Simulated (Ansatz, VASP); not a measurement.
Zn in VASP and in Ansatz

```
CELL_PARAMETERS angstrom
2.61436 0.00000 0.00000
-1.30718 2.26410 0.00000
0.00000 0.00000 4.87316
ATOMIC_POSITIONS crystal
Zn 0.33333 0.66667 0.25000
Zn 0.66667 0.33333 0.75000
```

Alike in both runs: task relaxation of cell and atoms; functional PBEsol; k mesh 18 × 18 × 10; occupations gaussian, width 0.1 eV; no spin polarisation.

|  | VASP | Ansatz |
| --- | --- | --- |
| version | VASP 6.6.1 | Ansatz 0.2.0 |
| potentials or method | VASP PAW PBE potentials, release 64 (Zn), cutoff 600 eV | scalar-relativistic, plane waves, PAW |
| valence electrons in the cell | 24 | 24 |

Ansatz gave:

| Quantity | Value |
| --- | --- |
| gap on the k mesh at the Fermi level, each at its own relaxed structure (eV) | none |
| relaxed volume (Å³/atom) | 14.27 |
| relaxed length of the cell vector where the two differ most in proportion (Å) | 2.589 |

Q: What did VASP give for the same quantities?

A: gap on the k mesh at the Fermi level, each at its own relaxed structure (eV): none; relaxed volume (Å³/atom): 14.31; relaxed length of the cell vector where the two differ most in proportion (Å): 2.593.

VASP's potentials were made for PBE, not for PBEsol, and Ansatz warns of the same on its side. A gap of «none» marks a metal or a gap that the smearing closes.
